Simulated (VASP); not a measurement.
# LiCl (Fm-3m) in VASP: further runs

LiCl is run at these levels: PBEsol; tasks: single point.

Program: VASP 6.6.1. These are calculated values, not measurements. Logs are shortened: lines on timing, memory, paths and dates and some standing lists are left out, and cuts for length are marked.

## 1. The cell of the first run

It takes space group Fm-3m (No. 225, cubic). The conventional cell has a = 4.756 Å, b = 4.756 Å, c = 4.756 Å, α = 90.00°, β = 90.00°, γ = 90.00°. Within 3.1 Å of Li (site symmetry m-3m) lie 6 Cl at 2.38 Å. Cl (site symmetry m-3m) has 6 Li at 2.38 Å within 3.1 Å.

## 2. Single point, PBEsol

INCAR

```
SYSTEM = LiCl
ALGO     = Normal         ! electronic algorithm
EDIFF    = 1E-6           ! SCF threshold, eV
ENCUT    = 520            ! plane-wave cutoff, eV
GGA      = PS             ! functional
ISIF     = 2              ! what is computed and relaxed
ISMEAR   = 0              ! smearing method
LASPH    = .True.         ! aspherical terms in the spheres
LCHARG   = .True.         ! write CHGCAR
LELF     = .True.         ! ELF
LREAL    = .False.        ! projectors in reciprocal space
LVHAR    = .True.       
LWAVE    = .False.        ! write WAVECAR
NBANDS   = 12             ! bands
NELM     = 60             ! most SCF steps
PREC     = Accurate       ! precision mode
SIGMA    = 0.01           ! smearing width, eV
```

KPOINTS

```
k-points
0
Gamma
  8 8 8
  0 0 0
```

POSCAR

```
LiCl
1.0
    0.0000000000      2.3778393701      2.3778393701
    2.3778393701      0.0000000000      2.3778393701
    2.3778393701      2.3778393701      0.0000000000
Li Cl
1 1
Direct
    0.0000000000      0.0000000000      0.0000000000
    0.5000000000      0.5000000000      0.5000000000
```

Potentials or basis: VASP PAW PBE potentials, release 64 (Li_sv, Cl).

Run with:

```
cat potpaw_PBE.64/Li_sv/POTCAR potpaw_PBE.64/Cl/POTCAR > POTCAR
mpirun -np 1 vasp_std > vasp.out
```

OUTCAR:

```text
SYSTEM = LiCl
   EDIFF = 1E-6
   ENCUT = 520
   GGA = PS
   ISIF = 2
   ISMEAR = 0
   LASPH = .True.
   LREAL = .False.
   NELM = 60
   PREC = Accurate

 ion  position               nearest neighbor table
   1  0.000  0.000  0.000-   2 2.38   2 2.38   2 2.38   2 2.38   2 2.38   2 2.38
   2  0.500  0.500  0.500-   1 2.38   1 2.38   1 2.38   1 2.38   1 2.38   1 2.38

  LATTYP: Found a face centered cubic cell.
 ALAT       =     4.7556787402

  Lattice vectors:

 A1 = (   0.0000000000,   2.3778393701,   2.3778393701)
 A2 = (   2.3778393701,   0.0000000000,   2.3778393701)
 A3 = (   2.3778393701,   2.3778393701,   0.0000000000)

Analysis of symmetry for initial positions (statically):
[... 33 lines left out ...]
                                     Primitive cell

  volume of cell :      26.8892

  direct lattice vectors                    reciprocal lattice vectors
     0.000000000  2.377839370  2.377839370    -0.210274927  0.210274927  0.210274927
     2.377839370  0.000000000  2.377839370     0.210274927 -0.210274927  0.210274927
     2.377839370  2.377839370  0.000000000     0.210274927  0.210274927 -0.210274927

  length of vectors
     3.362772686  3.362772686  3.362772686     0.364206857  0.364206857  0.364206857

  position of ions in fractional coordinates (direct lattice)
     0.000000000  0.000000000  0.000000000
     0.500000000  0.500000000  0.500000000

  ion indices of the primitive-cell ions
   primitive index   ion index
                 1           1
                 2           2

----------------------------------------------------------------------------------------

 KPOINTS: k-points

Automatic generation of k-mesh.
 Grid dimensions read from file:
 generate k-points for:    8    8    8

 Generating k-lattice:

  Cartesian coordinates                     Fractional coordinates (reciprocal lattice)
    -0.026284366  0.026284366  0.026284366     0.125000000  0.000000000  0.000000000
     0.026284366 -0.026284366  0.026284366     0.000000000  0.125000000  0.000000000
     0.026284366  0.026284366 -0.026284366     0.000000000  0.000000000  0.125000000

  Length of vectors
     0.045525857  0.045525857  0.045525857

  Shift w.r.t. Gamma in fractional coordinates (k-lattice)
     0.000000000  0.000000000  0.000000000

 Subroutine IBZKPT returns following result:
 ===========================================

 Found     29 irreducible k-points:

 Following reciprocal coordinates:
            Coordinates               Weight
  0.000000  0.000000  0.000000      1.000000
  0.125000  0.000000  0.000000      8.000000
  0.250000  0.000000  0.000000      8.000000
  0.375000  0.000000  0.000000      8.000000
  0.500000  0.000000  0.000000      4.000000
  0.125000  0.125000  0.000000      6.000000
[... 16 lines left out ...]
  0.500000  0.250000  0.125000     48.000000
 -0.375000  0.250000  0.125000     24.000000
 [... further k-points ...]
   k-points           NKPTS =     29   k-points in BZ     NKDIM =     29   number of bands    NBANDS=     12
   number of dos      NEDOS =    301   number of ions     NIONS =      2
   total plane-waves  NPLWV =  21952
   dimension x,y,z NGX =    28 NGY =   28 NGZ =   28
   dimension x,y,z NGXF=    56 NGYF=   56 NGZF=   56
   ions per type =               1   1
   NGX,Y,Z   is equivalent  to a cutoff of  13.84, 13.84, 13.84 a.u.
   NGXF,Y,Z  is equivalent  to a cutoff of  27.68, 27.68, 27.68 a.u.
 SYSTEM =  LiCl
   PREC   = accura    normal or accurate (medium, high low for compatibility)
   ISTART =      0    job   : 0-new  1-cont  2-samecut
   ICHARG =      2    charge: 1-file 2-atom 10-const
   ISPIN  =      1    spin polarized calculation?
   LNONCOLLINEAR =      F non collinear calculations
   LSORBIT =      F    spin-orbit coupling
   LASPH  =      T    aspherical Exc in radial PAW
   ENCUT  =  520.0 eV  38.22 Ry    6.18 a.u.   6.25  6.25  6.25*2*pi/ulx,y,z
   NELM   =     60;   NELMIN=  2; NELMDL= -5     # of ELM steps
   EDIFF  = 0.1E-05   stopping-criterion for ELM
   LREAL  =      F    real-space projection
   EDIFFG = 0.1E-04   stopping-criterion for IOM
   NSW    =      0    number of steps for IOM
   IBRION =     -1    ionic relax: 0-MD 1-quasi-New 2-CG
   NFREE  =      0    steps in history (QN), initial steepest desc. (CG)
   ISIF   =      2    stress and relaxation
   ISYM   =      2    0-nonsym 1-usesym 2-fastsym
   POTIM  = 0.5000    time-step for ionic-motion
   TEBEG  =    0.0;   TEEND  =   0.0 temperature during run
   PSTRESS=    0.0 pullay stress
   NELECT =      10.0000    total number of electrons
   NUPDOWN=      -1.0000    fix difference up-down
   EMIN   =  10.00;   EMAX   =-10.00  energy-range for DOS
   EFERMI =   0.00;   METHOD = LEGACY
   ISMEAR =     0;   SIGMA  =   0.01  broadening in eV -4-tet -1-fermi 0-gaus
   EFERMI_NEDOS =   21; number of points for ismear=-14 and -15
   IALGO  =     38    algorithm
   IMIX   =      4    mixing-type and parameters
     AMIX     =   0.40;   BMIX     =  1.00
     AMIX_MAG =   1.60;   BMIX_MAG =  1.00
  volume/ion in A,a.u.               =      13.44        90.73
  Fermi-wavevector in a.u.,A,eV,Ry     =   1.177287  2.224750 18.857736  1.386004
  Thomas-Fermi vector in A             =   2.313636
   LORBIT       =      0    0 simple, 1 ext, 2 COOP (PROOUT), +10 PAW based schemes
   GGA     = PS    functional components
   LHFCALC =     F    Hartree Fock is set to
   AEXX    =    0.0000 exact exchange contribution
   IVDW    =     0    specifies the selected vdW correction
   LEPSILON=     F    determine dielectric tensor
   LRPA    =     F    only Hartree local field effects (RPA)
 non-spin polarized calculation
 Gauss-broadening in eV      SIGMA  =   0.01
  energy-cutoff  :      520.00
  volume of cell :       26.89
 maximum number of plane-waves:       740
 NGX is ok and might be reduce to    28
   NGX = 13   NGY = 13   NGZ = 13

 number of electron      10.0000000 magnetization

 number of electron       9.9999998 magnetization

 Free energy of the ion-electron system (eV)
  ---------------------------------------------------
  ext. energy  EPLUGINS =         0.00000000
  ---------------------------------------------------
  free energy    TOTEN  =        -7.48990988 eV

  energy without entropy =       -7.48990988  energy(sigma->0) =       -7.48990988

 E-fermi :   2.6552     XC(G=0):  -9.9316

 val. band max:        2.5056770365   @ k =   0.0000   0.0000   0.0000
 cond. band min:       9.2582805957   @ k =   0.5000   0.0000   0.0000
 fundamental gap:      6.7526035592
 Fermi energy:         2.6552445227

 k-point     1 :       0.0000    0.0000    0.0000
  band No.  band energies     occupation
      1     -40.0758      2.00000
      2     -11.8603      2.00000
      3       2.5057      2.00000
      4       2.5057      2.00000
      5       2.5057      2.00000
      6      10.1764      0.00000
      7      14.4238      0.00000
      8      14.4238      0.00000
      9      14.4238      0.00000
     10      17.6737      0.00000
     11      17.6737      0.00000
     12      18.2222      0.00000

 k-point     2 :       0.1250    0.0000    0.0000
  band No.  band energies     occupation
      1     -40.0743      2.00000
      2     -11.7415      2.00000
      3       1.7814      2.00000
      4       2.4425      2.00000
      5       2.4425      2.00000
      6      10.5930      0.00000
      7      13.7636      0.00000
      8      14.4654      0.00000
      9      14.4655      0.00000
     10      16.0208      0.00000
     11      16.0208      0.00000
     12      18.6987      0.00000

 k-point     3 :       0.2500    0.0000    0.0000
  band No.  band energies     occupation
      1     -40.0710      2.00000
      2     -11.4305      2.00000
      3       0.3230      2.00000
      4       2.3013      2.00000
      5       2.3013      2.00000
      6      10.3143      0.00000
      7      13.2832      0.00000
      8      13.2833      0.00000
      9      14.5094      0.00000
     10      16.8879      0.00000
     11      16.8879      0.00000
     12      19.4227      0.00000

 k-point     4 :       0.3750    0.0000    0.0000
  band No.  band energies     occupation
      1     -40.0677      2.00000
      2     -11.0763      2.00000
      3      -0.9356      2.00000
      4       2.1742      2.00000
      5       2.1742      2.00000
      6       9.5569      0.00000
      7      12.2419      0.00000
      8      12.2419      0.00000
      9      16.5700      0.00000
     10      18.9947      0.00000
     11      18.9947      0.00000
     12      20.2293      0.00000

 k-point     5 :       0.5000    0.0000    0.0000
  band No.  band energies     occupation
      1     -40.0661      2.00000
      2     -10.9130      2.00000
      3      -1.4290      2.00000
      4       2.1254      2.00000
      5       2.1254      2.00000
      6       9.2583      0.00000
      7      11.8781      0.00000
      8      11.8781      0.00000
      9      17.8520      0.00000
     10      20.6497      0.00000
     11      20.6497      0.00000
     12      20.8175      0.00000
[... 228 lines left out ...]
      1     -40.0634      2.00000
      2     -10.4474      2.00000
      3      -1.6769      2.00000
      4       0.8718      2.00000
      5       0.8718      2.00000
      6      10.1185      0.00000
      7      10.7452      0.00000
      8      16.8999      0.00000
      9      18.3061      0.00000
     10      18.3062      0.00000
     11      20.5505      0.00000
     12      22.3483      0.00000

 k-point    22 :       0.3750    0.2500    0.1250
  band No.  band energies     occupation
      1     -40.0685      2.00000
      2     -11.1642      2.00000
      3       0.0513      2.00000
      4       1.1796      2.00000
      5       1.9949      2.00000
      6      11.9128      0.00000
      7      12.2070      0.00000
      8      12.3354      0.00000
      9      15.1516      0.00000
     10      16.1767      0.00000
     11      20.0163      0.00000
     12      20.9405      0.00000

 k-point    23 :       0.5000    0.2500    0.1250
  band No.  band energies     occupation
      1     -40.0658      2.00000
      2     -10.8468      2.00000
      3      -0.7455      2.00000
      4       0.6807      2.00000
      5       1.7624      2.00000
      6      11.2673      0.00000
      7      12.0236      0.00000
      8      13.2066      0.00000
      9      15.0054      0.00000
     10      17.9674      0.00000
     11      21.3712      0.00000
     12      21.9459      0.00000

 k-point    24 :      -0.3750    0.2500    0.1250
  band No.  band energies     occupation
      1     -40.0646      2.00000
      2     -10.7024      2.00000
      3      -1.1110      2.00000
      4       0.5507      2.00000
      5       1.6343      2.00000
      6      10.9790      0.00000
      7      11.9998      0.00000
      8      13.4374      0.00000
      9      15.5936      0.00000
     10      18.9995      0.00000
     11      20.2545      0.00000
     12      22.1994      0.00000

 [... further k-points ...]

------------------------ aborting loop because EDIFF is reached ----------------------------------------

  FORCE on cell =-STRESS in cart. coord.  units (eV):
  Direction    XX          YY          ZZ          XY          YZ          ZX
  --------------------------------------------------------------------------------------
  -------------------------------------------------------------------------------------
  Total        1.6662377      1.6662377      1.6662377      0.0000000      0.0000000      0.0000000
  in kB       99.2818826     99.2818826     99.2818826      0.0000000      0.0000000      0.0000000
  external PRESSURE =      99.2818826 kB  Pullay stress =       0.0000000 kB

 VOLUME and BASIS-vectors are now :
 -----------------------------------------------------------------------------
  energy-cutoff  :      520.00
  volume of cell :       26.89
      direct lattice vectors                 reciprocal lattice vectors
     0.000000000  2.377839370  2.377839370    -0.210274927  0.210274927  0.210274927
     2.377839370  0.000000000  2.377839370     0.210274927 -0.210274927  0.210274927
     2.377839370  2.377839370  0.000000000     0.210274927  0.210274927 -0.210274927

 POSITION                                       TOTAL-FORCE (eV/Angst)
 -----------------------------------------------------------------------------------
      0.00000      0.00000      0.00000         0.000000      0.000000      0.000000
      2.37784      2.37784      2.37784        -0.000000     -0.000000     -0.000000
 -----------------------------------------------------------------------------------
    total drift:                                0.000000      0.000000      0.000000

  FREE ENERGIE OF THE ION-ELECTRON SYSTEM (eV)
  ---------------------------------------------------
  free  energy   TOTEN  =        -7.4899098831 eV

  energy  without entropy=       -7.4899098831  energy(sigma->0) =       -7.48990988
```

Wall time 6.6 s (1 thread of Intel Xeon 6975P-C (Granite Rapids), shared host); peak memory 0.15 GiB.

What came out:

```
Free energy            : -7.4899 eV
Band gap on the k mesh : 6.75 eV, indirect (least direct gap 7.13 eV)
```

Caveat: the cutoff is under 1.25 times the usual one of these potentials, so pressure, stress and relaxed cells hold a basis-set (Pulay) error; the PAW data sets were made with another functional, which shifts forces and pressure a little. A hybrid or GW would open this gap; PBEsol tends to underestimate it.

## 3. Single point, PBEsol

This run uses another cell than the first one, of 12.65 Å³/atom, 0.941 times its volume.

INCAR

```
PREC     = Accurate       # precision mode
ENCUT    = 520            # plane-wave cutoff, eV
EDIFF    = 1E-6           # SCF threshold, eV
ISMEAR   = 0              # smearing method
SIGMA    = 0.01           # smearing width, eV
LREAL    = False          # projectors in reciprocal space
LASPH    = True           # aspherical terms in the spheres
NELM     = 80             # most SCF steps
ALGO     = Normal         # electronic algorithm
ISIF     = 2              # what is computed and relaxed
LWAVE    = False          # write WAVECAR
LCHARG   = False          # write CHGCAR
GGA      = PS             # functional
NBANDS   = 12             # bands
```

KPOINTS

```
Automatic mesh
0
Gamma
  8 8 8
```

POSCAR

```
LiCl
1.0
    0.0000000000      2.3302826122      2.3302826122
    2.3302826122      0.0000000000      2.3302826122
    2.3302826122      2.3302826122      0.0000000000
Li Cl
1 1
Direct
    0.0000000000      0.0000000000      0.0000000000
    0.5000000000      0.5000000000      0.5000000000
```

Potentials or basis: VASP PAW PBE potentials, release 64 (Li_sv, Cl).

Run with:

```
cat potpaw_PBE.64/Li_sv/POTCAR potpaw_PBE.64/Cl/POTCAR > POTCAR
mpirun -np 1 vasp_std > vasp.out
```

OUTCAR:

```text
PREC = Accurate
   ENCUT = 520
   EDIFF = 1E-6
   ISMEAR = 0
   LREAL = False
   LASPH = True
   NELM = 80
   ISIF = 2
   GGA = PS

 ion  position               nearest neighbor table
   1  0.000  0.000  0.000-   2 2.33   2 2.33   2 2.33   2 2.33   2 2.33   2 2.33
   2  0.500  0.500  0.500-   1 2.33   1 2.33   1 2.33   1 2.33   1 2.33   1 2.33

  LATTYP: Found a face centered cubic cell.
 ALAT       =     4.6605652244

  Lattice vectors:

 A1 = (   0.0000000000,   2.3302826122,   2.3302826122)
[... 549 lines left out ...]
------------------------ aborting loop because EDIFF is reached ----------------------------------------

  FORCE on cell =-STRESS in cart. coord.  units (eV):
  Direction    XX          YY          ZZ          XY          YZ          ZX
  --------------------------------------------------------------------------------------
  -------------------------------------------------------------------------------------
  Total        2.3710401      2.3710401      2.3710401      0.0000000      0.0000000     -0.0000000
  in kB      150.1044988    150.1044988    150.1044988      0.0000000      0.0000000     -0.0000000
  external PRESSURE =     150.1044988 kB  Pullay stress =       0.0000000 kB

 VOLUME and BASIS-vectors are now :
 -----------------------------------------------------------------------------
  energy-cutoff  :      520.00
  volume of cell :       25.31
      direct lattice vectors                 reciprocal lattice vectors
     0.000000000  2.330282612  2.330282612    -0.214566249  0.214566249  0.214566249
     2.330282612  0.000000000  2.330282612     0.214566249 -0.214566249  0.214566249
     2.330282612  2.330282612  0.000000000     0.214566249  0.214566249 -0.214566249

 POSITION                                       TOTAL-FORCE (eV/Angst)
 -----------------------------------------------------------------------------------
      0.00000      0.00000      0.00000         0.000000     -0.000000     -0.000000
      2.33028      2.33028      2.33028        -0.000000      0.000000      0.000000
 -----------------------------------------------------------------------------------
    total drift:                                0.000000      0.000000      0.000000

  FREE ENERGIE OF THE ION-ELECTRON SYSTEM (eV)
  ---------------------------------------------------
  free  energy   TOTEN  =        -7.3663506384 eV

  energy  without entropy=       -7.3663506384  energy(sigma->0) =       -7.36635064
```

OSZICAR:

```text
N       E                     dE             d eps       ncg     rms          rms(c)
DAV:   1     0.372451779142E+02    0.37245E+02   -0.43151E+03   696   0.786E+02
DAV:   2    -0.544892158028E+01   -0.42694E+02   -0.40691E+02   884   0.145E+02
DAV:   3    -0.737211483160E+01   -0.19232E+01   -0.19180E+01   912   0.311E+01
DAV:   4    -0.741423190125E+01   -0.42117E-01   -0.42071E-01   904   0.465E+00
DAV:   5    -0.741527144765E+01   -0.10395E-02   -0.10395E-02   948   0.579E-01    0.309E+00
DAV:   6    -0.736874008686E+01    0.46531E-01   -0.73577E-02   892   0.137E+00    0.207E+00
DAV:   7    -0.736548370349E+01    0.32564E-02   -0.31922E-02  1008   0.101E+00    0.861E-01
DAV:   8    -0.736635235330E+01   -0.86865E-03   -0.26831E-03   824   0.365E-01    0.966E-02
DAV:   9    -0.736633950742E+01    0.12846E-04   -0.55888E-05   916   0.546E-02    0.177E-02
DAV:  10    -0.736635064263E+01   -0.11135E-04   -0.14062E-05   808   0.299E-02    0.132E-02
DAV:  11    -0.736635063838E+01    0.42575E-08   -0.20910E-06   788   0.104E-02
   1 F= -.73663506E+01 E0= -.73663506E+01  d E =-.294703E-54
```

Run time: 6.9 s. Hardware: 1 thread of Intel Xeon 6975P-C (Granite Rapids), shared host; peak memory 0.14 GiB.

What came out:

```yaml
Free_energy: -7.3664 eV
Band_gap_on_the_k_mesh: 6.79 eV, indirect (least direct gap 7.21 eV)
```

Caveat: the cutoff is under 1.25 times the usual one of these potentials, so pressure, stress and relaxed cells hold a basis-set (Pulay) error; the PAW data sets were made with another functional, which shifts forces and pressure a little.

[end of part 1 of 2]
